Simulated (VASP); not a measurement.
# InP (I4/mmm) in VASP: a series of runs

Runs on InP. Level: PBE. Tasks: single point.

Everything below comes from runs of VASP 6.6.1. Logs are shortened: lines on timing, memory, paths and dates and some standing lists are left out, and cuts for length are marked.

## 1. The cell of the first run

It takes space group I4/mmm (No. 139, tetragonal). Conventional cell: a = 4.028 Å, b = 4.028 Å, c = 5.241 Å, α = 90.00°, β = 90.00°, γ = 90.00°. In (site symmetry 4/mmm) has 6 P at 2.62 to 2.85 Å within 3.5 Å. P (site symmetry 4/mmm) has 6 In at 2.62 to 2.85 Å within 3.5 Å.

## 2. Single point, PBE

Contents of INCAR:

```
ALGO = Normal
EDIFF = 1E-6
ENCUT = 520
GGA = PE
ISIF = 2
ISMEAR = 0
LASPH = T
LCHARG = F
LREAL = F
LWAVE = F
NBANDS = 16
NELM = 60
PREC = Accurate
SIGMA = 0.15
```

Contents of KPOINTS:

```
k-points
0
Gamma
  20 20 20
```

Contents of POSCAR:

```
InP
1.0
    0.0000000000      2.8482338494      2.6203751415
    2.8482338494      0.0000000000      2.6203751415
    2.8482338494      2.8482338494      0.0000000000
In P
1 1
Direct
    0.0000000000      0.0000000000      0.0000000000
    0.5000000000      0.5000000000      0.5000000000
```

Potentials or basis: VASP PAW PBE potentials, release 64 (In_d, P).

The run is started by

```sh
cat potpaw_PBE.64/In_d/POTCAR potpaw_PBE.64/P/POTCAR > POTCAR
mpirun -np 1 vasp_std > vasp.out
```

OUTCAR:

```text
EDIFF = 1E-6
   ENCUT = 520
   GGA = PE
   ISIF = 2
   ISMEAR = 0
   LASPH = T
   LREAL = F
   NELM = 60
   PREC = Accurate

 ion  position               nearest neighbor table
   1  0.000  0.000  0.000-   2 2.62   2 2.62   2 2.85   2 2.85   2 2.85   2 2.85
   2  0.500  0.500  0.500-   1 2.62   1 2.62   1 2.85   1 2.85   1 2.85   1 2.85

  LATTYP: Found a body centered tetragonal cell.
 ALAT       =     4.0280109386
 C/A-ratio  =     1.3010764774

  Lattice vectors:

 A1 = (   0.0000000000,  -2.8482338494,  -2.6203751415)
 A2 = (   0.0000000000,   2.8482338494,  -2.6203751415)
 A3 = (   2.8482338494,   0.0000000000,   2.6203751415)

Analysis of symmetry for initial positions (statically):
=====================================================================
 Subroutine PRICEL returns:
 Original cell was already a primitive cell.

 Routine SETGRP: Setting up the symmetry group for a
 body centered tetragonal supercell.

 Subroutine GETGRP returns: Found 16 space group operations
 (whereof 16 operations were pure point group operations)
 out of a pool of 16 trial point group operations.

The static configuration has the point symmetry D_4h.

Analysis of symmetry for dynamics (positions and initial velocities):
=====================================================================
 Subroutine PRICEL returns:
 Original cell was already a primitive cell.

 Routine SETGRP: Setting up the symmetry group for a
 body centered tetragonal supercell.

 Subroutine GETGRP returns: Found 16 space group operations
 (whereof 16 operations were pure point group operations)
 out of a pool of 16 trial point group operations.

The dynamic configuration has the point symmetry D_4h.

 Subroutine INISYM returns: Found 16 space group operations
 (whereof 16 operations are pure point group operations),
 and found     1 'primitive' translations

----------------------------------------------------------------------------------------

                                     Primitive cell

  volume of cell :      42.5153

  direct lattice vectors                    reciprocal lattice vectors
     0.000000000  2.848233849  2.620375141    -0.175547384  0.175547384  0.190812373
     2.848233849  0.000000000  2.620375141     0.175547384 -0.175547384  0.190812373
     2.848233849  2.848233849  0.000000000     0.175547384  0.175547384 -0.190812373

  length of vectors
     3.870245721  3.870245721  4.028010939     0.313118395  0.313118395  0.313118395

  position of ions in fractional coordinates (direct lattice)
     0.000000000  0.000000000  0.000000000
     0.500000000  0.500000000  0.500000000

  ion indices of the primitive-cell ions
   primitive index   ion index
                 1           1
                 2           2

----------------------------------------------------------------------------------------

 KPOINTS: k-points

Automatic generation of k-mesh.
 Grid dimensions read from file:
 generate k-points for:   20   20   20

 Generating k-lattice:

  Cartesian coordinates                     Fractional coordinates (reciprocal lattice)
    -0.008777369  0.008777369  0.009540619     0.050000000  0.000000000  0.000000000
     0.008777369 -0.008777369  0.009540619     0.000000000  0.050000000  0.000000000
     0.008777369  0.008777369 -0.009540619     0.000000000  0.000000000  0.050000000

  Length of vectors
     0.015655920  0.015655920  0.015655920

  Shift w.r.t. Gamma in fractional coordinates (k-lattice)
     0.000000000  0.000000000  0.000000000

 Subroutine IBZKPT returns following result:
 ===========================================

 Found    641 irreducible k-points:

 Following reciprocal coordinates:
            Coordinates               Weight
  0.000000  0.000000  0.000000      1.000000
  0.050000  0.000000  0.000000      8.000000
  0.100000 -0.000000  0.000000      8.000000
  0.150000  0.000000  0.000000      8.000000
  0.200000 -0.000000  0.000000      8.000000
  0.250000  0.000000  0.000000      8.000000
[... 16 lines left out ...]
 -0.400000  0.050000  0.000000      8.000000
 -0.350000  0.050000  0.000000      8.000000
 [... further k-points ...]
   k-points           NKPTS =    641   k-points in BZ     NKDIM =    641   number of bands    NBANDS=     16
   number of dos      NEDOS =    301   number of ions     NIONS =      2
   total plane-waves  NPLWV =  27000
   dimension x,y,z NGX =    30 NGY =   30 NGZ =   30
   dimension x,y,z NGXF=    60 NGYF=   60 NGZF=   60
   ions per type =               1   1
   NGX,Y,Z   is equivalent  to a cutoff of  12.89, 12.89, 12.38 a.u.
   NGXF,Y,Z  is equivalent  to a cutoff of  25.77, 25.77, 24.76 a.u.
 SYSTEM =  unknown system
   PREC   = accura    normal or accurate (medium, high low for compatibility)
   ISTART =      0    job   : 0-new  1-cont  2-samecut
   ICHARG =      2    charge: 1-file 2-atom 10-const
   ISPIN  =      1    spin polarized calculation?
   LNONCOLLINEAR =      F non collinear calculations
   LSORBIT =      F    spin-orbit coupling
   LASPH  =      T    aspherical Exc in radial PAW
   ENCUT  =  520.0 eV  38.22 Ry    6.18 a.u.   7.20  7.20  7.49*2*pi/ulx,y,z
   NELM   =     60;   NELMIN=  2; NELMDL= -5     # of ELM steps
   EDIFF  = 0.1E-05   stopping-criterion for ELM
   LREAL  =      F    real-space projection
   EDIFFG = 0.1E-04   stopping-criterion for IOM
   NSW    =      0    number of steps for IOM
   IBRION =     -1    ionic relax: 0-MD 1-quasi-New 2-CG
   NFREE  =      0    steps in history (QN), initial steepest desc. (CG)
   ISIF   =      2    stress and relaxation
   ISYM   =      2    0-nonsym 1-usesym 2-fastsym
   POTIM  = 0.5000    time-step for ionic-motion
   TEBEG  =    0.0;   TEEND  =   0.0 temperature during run
   PSTRESS=    0.0 pullay stress
   NELECT =      18.0000    total number of electrons
   NUPDOWN=      -1.0000    fix difference up-down
   EMIN   =  10.00;   EMAX   =-10.00  energy-range for DOS
   EFERMI =   0.00;   METHOD = LEGACY
   ISMEAR =     0;   SIGMA  =   0.15  broadening in eV -4-tet -1-fermi 0-gaus
   EFERMI_NEDOS =   21; number of points for ismear=-14 and -15
   IALGO  =     38    algorithm
   IMIX   =      4    mixing-type and parameters
     AMIX     =   0.40;   BMIX     =  1.00
     AMIX_MAG =   1.60;   BMIX_MAG =  1.00
  volume/ion in A,a.u.               =      21.26       143.45
  Fermi-wavevector in a.u.,A,eV,Ry     =   1.229280  2.323002 20.560156  1.511129
  Thomas-Fermi vector in A             =   2.364173
   LORBIT       =      0    0 simple, 1 ext, 2 COOP (PROOUT), +10 PAW based schemes
   GGA     = PE    functional components
   LHFCALC =     F    Hartree Fock is set to
   AEXX    =    0.0000 exact exchange contribution
   IVDW    =     0    specifies the selected vdW correction
   LEPSILON=     F    determine dielectric tensor
   LRPA    =     F    only Hartree local field effects (RPA)
 non-spin polarized calculation
 Gauss-broadening in eV      SIGMA  =   0.15
  energy-cutoff  :      520.00
  volume of cell :       42.52
 maximum number of plane-waves:      1178
 NGX is ok and might be reduce to    30

 number of electron      18.0000005 magnetization

 Free energy of the ion-electron system (eV)
  ---------------------------------------------------
  ext. energy  EPLUGINS =         0.00000000
  ---------------------------------------------------
  free energy    TOTEN  =        -7.84707847 eV

  energy without entropy =       -7.83286755  energy(sigma->0) =       -7.83997301

 E-fermi :   7.0289     XC(G=0): -10.3810

 val. band max:        7.0272419304   @ k =   0.3500   0.0500   0.0000
 cond. band min:       7.0311806996   @ k =   0.5000   0.1500   0.1000
 fundamental gap:      0.0039387693
 Fermi energy:         7.0289197338

 k-point     1 :       0.0000    0.0000    0.0000
  band No.  band energies     occupation
      1      -7.2762      2.00000
      2      -7.2177      2.00000
      3      -7.2177      2.00000
      4      -7.2164      2.00000
      5      -7.1747      2.00000
      6      -4.9755      2.00000
[... 8 lines left out ...]
     15      14.6741      0.00000
     16      16.2335      0.00000

 k-point     2 :       0.0500    0.0000    0.0000
  band No.  band energies     occupation
      1      -7.2769      2.00000
      2      -7.2182      2.00000
      3      -7.2169      2.00000
      4      -7.2147      2.00000
      5      -7.1743      2.00000
      6      -4.9453      2.00000
[... 8 lines left out ...]
     15      14.8492      0.00000
     16      16.6468      0.00000

 k-point     3 :       0.1000   -0.0000    0.0000
  band No.  band energies     occupation
      1      -7.2791      2.00000
      2      -7.2221      2.00000
      3      -7.2148      2.00000
      4      -7.2073      2.00000
      5      -7.1729      2.00000
      6      -4.8549      2.00000
[... 8 lines left out ...]
     15      14.8553      0.00000
     16      16.2997      0.00000

 k-point     4 :       0.1500    0.0000    0.0000
  band No.  band energies     occupation
      1      -7.2832      2.00000
      2      -7.2283      2.00000
      3      -7.2119      2.00000
      4      -7.1956      2.00000
      5      -7.1699      2.00000
      6      -4.7052      2.00000
[... 8 lines left out ...]
     15      14.9467      0.00000
     16      15.9316      0.00000

 k-point     5 :       0.2000   -0.0000    0.0000
  band No.  band energies     occupation
      1      -7.2891      2.00000
      2      -7.2360      2.00000
      3      -7.2097      2.00000
      4      -7.1809      2.00000
      5      -7.1647      2.00000
      6      -4.4985      2.00000
[... 8 lines left out ...]
     15      15.2739      0.00000
     16      15.7744      0.00000

 k-point     6 :       0.2500    0.0000    0.0000
  band No.  band energies     occupation
      1      -7.2963      2.00000
      2      -7.2447      2.00000
      3      -7.2090      2.00000
      4      -7.1645      2.00000
      5      -7.1574      2.00000
      6      -4.2398      2.00000
[... 8 lines left out ...]
     15      15.8023      0.00000
     16      15.9533      0.00000

 k-point     7 :       0.3000    0.0000    0.0000
  band No.  band energies     occupation
      1      -7.3040      2.00000
      2      -7.2532      2.00000
      3      -7.2097      2.00000
      4      -7.1488      2.00000
      5      -7.1480      2.00000
      6      -3.9384      2.00000
[... 8 lines left out ...]
     15      16.3880      0.00000
     16      16.4185      0.00000

 k-point     8 :       0.3500   -0.0000    0.0000
  band No.  band energies     occupation
      1      -7.3112      2.00000
      2      -7.2610      2.00000
      3      -7.2113      2.00000
      4      -7.1403      2.00000
      5      -7.1330      2.00000
      6      -3.6118      2.00000
[... 8 lines left out ...]
     15      16.9435      0.00000
     16      17.0973      0.00000

 k-point     9 :       0.4000    0.0000    0.0000
  band No.  band energies     occupation
      1      -7.3172      2.00000
      2      -7.2671      2.00000
      3      -7.2129      2.00000
      4      -7.1333      2.00000
      5      -7.1211      2.00000
      6      -3.2933      2.00000
[... 8 lines left out ...]
     15      17.5283      0.00000
     16      17.7942      0.00000
[... 172 lines left out ...]
 k-point    19 :       0.4000    0.0500    0.0000
  band No.  band energies     occupation
      1      -7.3194      2.00000
      2      -7.2612      2.00000
      3      -7.2107      2.00000
      4      -7.1386      2.00000
      5      -7.1204      2.00000
      6      -3.3443      2.00000
[... 8 lines left out ...]
     15      17.8765      0.00000
     16      18.0384      0.00000

 k-point    20 :       0.4500    0.0500    0.0000
  band No.  band energies     occupation
      1      -7.3257      2.00000
      2      -7.2664      2.00000
      3      -7.2121      2.00000
      4      -7.1327      2.00000
      5      -7.1130      2.00000
      6      -3.0646      2.00000
[... 8 lines left out ...]
     15      18.5042      0.00000
     16      18.5677      0.00000

 k-point    21 :       0.5000    0.0500    0.0000
  band No.  band energies     occupation
      1      -7.3294      2.00000
      2      -7.2692      2.00000
      3      -7.2127      2.00000
      4      -7.1294      2.00000
      5      -7.1107      2.00000
      6      -2.9151      2.00000
[... 8 lines left out ...]
     15      18.6883      0.00000
     16      18.7993      0.00000

 k-point    22 :      -0.4500    0.0500    0.0000
  band No.  band energies     occupation
      1      -7.3302      2.00000
      2      -7.2693      2.00000
      3      -7.2125      2.00000
      4      -7.1293      2.00000
      5      -7.1137      2.00000
      6      -2.9609      2.00000
[... 8 lines left out ...]
     15      18.2741      0.00000
     16      18.5062      0.00000

 k-point    23 :      -0.4000    0.0500    0.0000
  band No.  band energies     occupation
      1      -7.3280      2.00000
      2      -7.2669      2.00000
      3      -7.2116      2.00000
      4      -7.1321      2.00000
      5      -7.1217      2.00000
      6      -3.1779      2.00000
[... 8 lines left out ...]
     15      17.5951      0.00000
     16      18.0295      0.00000

 k-point    24 :      -0.3500    0.0500    0.0000
  band No.  band energies     occupation
      1      -7.3233      2.00000
      2      -7.2620      2.00000
      3      -7.2105      2.00000
      4      -7.1374      2.00000
      5      -7.1339      2.00000
      6      -3.4836      2.00000
[... 8 lines left out ...]
     15      16.8638      0.00000
     16      17.5236      0.00000

 [... further k-points ...]

------------------------ aborting loop because EDIFF is reached ----------------------------------------

  FORCE on cell =-STRESS in cart. coord.  units (eV):
  Direction    XX          YY          ZZ          XY          YZ          ZX
  --------------------------------------------------------------------------------------
  -------------------------------------------------------------------------------------
  Total       -0.6697175     -0.6697175      2.1372123      0.0000000      0.0000000     -0.0000000
  in kB      -25.2381485    -25.2381485     80.5403459      0.0000000      0.0000000     -0.0000000
  external PRESSURE =      10.0213497 kB  Pullay stress =       0.0000000 kB

 VOLUME and BASIS-vectors are now :
 -----------------------------------------------------------------------------
  energy-cutoff  :      520.00
  volume of cell :       42.52
      direct lattice vectors                 reciprocal lattice vectors
     0.000000000  2.848233849  2.620375141    -0.175547384  0.175547384  0.190812373
     2.848233849  0.000000000  2.620375141     0.175547384 -0.175547384  0.190812373
     2.848233849  2.848233849  0.000000000     0.175547384  0.175547384 -0.190812373

 POSITION                                       TOTAL-FORCE (eV/Angst)
 -----------------------------------------------------------------------------------
      0.00000      0.00000      0.00000        -0.000000      0.000000      0.000000
      2.84823      2.84823      2.62038         0.000000     -0.000000      0.000000
 -----------------------------------------------------------------------------------
    total drift:                               -0.000000      0.000000      0.000000

  FREE ENERGIE OF THE ION-ELECTRON SYSTEM (eV)
  ---------------------------------------------------
  free  energy   TOTEN  =        -7.8470784703 eV

  energy  without entropy=       -7.8328675454  energy(sigma->0) =       -7.83997301
```

Wall time 8.3 min (1 thread of AMD EPYC 7R13, shared host); peak memory 0.49 GiB.

Results:

```yaml
Free_energy: -7.8471 eV
Pressure: 1.0 GPa
Band_gap_on_the_k_mesh: zero (bands 9 and 10 overlap by 2.85 eV)
```

Caveat: the stress differs along the axes, from -3 to 8 GPa; spin-orbit coupling is left out, which moves the levels of the heavy elements.

## 3. Single point, PBE

This run uses another cell than the first one, of the same volume but with other edges.

Contents of INCAR:

```
SYSTEM = InP
PREC = Accurate
ENCUT = 520
EDIFF = 1E-7
ISMEAR = 0
SIGMA = 0.15
LREAL = .FALSE.
LASPH = .TRUE.
NELM = 60
ALGO = Normal
ISIF = 2
LWAVE = .FALSE.
LCHARG = .FALSE.
GGA = PE
NBANDS = 16
```

Contents of KPOINTS:

```
Automatic mesh
0
G
  20 20 20
  0 0 0
```

Contents of POSCAR:

```
InP
1.0
    0.0000000000      2.6835355781      2.9518891359
    2.6835355781      0.0000000000      2.9518891359
    2.6835355781      2.6835355781      0.0000000000
In P
1 1
Direct
    0.0000000000      0.0000000000      0.0000000000
    0.5000000000      0.5000000000      0.5000000000
```

Potentials or basis: VASP PAW PBE potentials, release 64 (In_d, P).

The run is started by

```sh
cat potpaw_PBE.64/In_d/POTCAR potpaw_PBE.64/P/POTCAR > POTCAR
mpirun -np 1 vasp_std > vasp.out
```

Wall time 9.7 min (1 thread of AMD EPYC 7R13, shared host); peak memory 0.48 GiB.

It converged, with:

```
Free energy            : -7.8465 eV
Pressure               : 1.2 GPa
Band gap on the k mesh : zero (bands 9 and 10 overlap by 2.37 eV)
```

Stress tensor (GPa, compression positive):
```
 3.94  0.00  0.00
 0.00  3.94  0.00
 0.00  0.00 -4.33
```

Levels at points of the mesh, in eV from the Fermi level:
| k point | band 5 | band 6 | band 7 | band 8 | band 9 | band 10 | band 11 | band 12 | band 13 | band 14 |
| --- | --- | --- | --- | --- | --- | --- | --- | --- | --- | --- |
| (0.00, 0.00, 0.00) | -14.23 | -12.03 | -0.59 | -0.59 | 0.17 | 0.57 | 6.67 | 6.78 | 7.37 | 7.37 |
| (0.50, 0.00, 0.00) | -14.15 | -9.99 | -6.69 | -0.15 | 0.36 | 2.14 | 3.42 | 3.78 | 5.36 | 10.97 |
| (0.50, 0.50, 0.00) | -14.14 | -9.49 | -4.94 | -2.10 | -2.10 | -1.79 | 4.12 | 9.50 | 10.23 | 10.23 |
| (0.50, 0.00, 0.50) | -14.11 | -8.56 | -4.99 | -3.02 | -2.78 | -1.92 | 3.74 | 8.33 | 10.30 | 11.11 |

Caveat: the stress differs along the axes, from -4 to 4 GPa; spin-orbit coupling is left out, which moves the levels of the heavy elements.
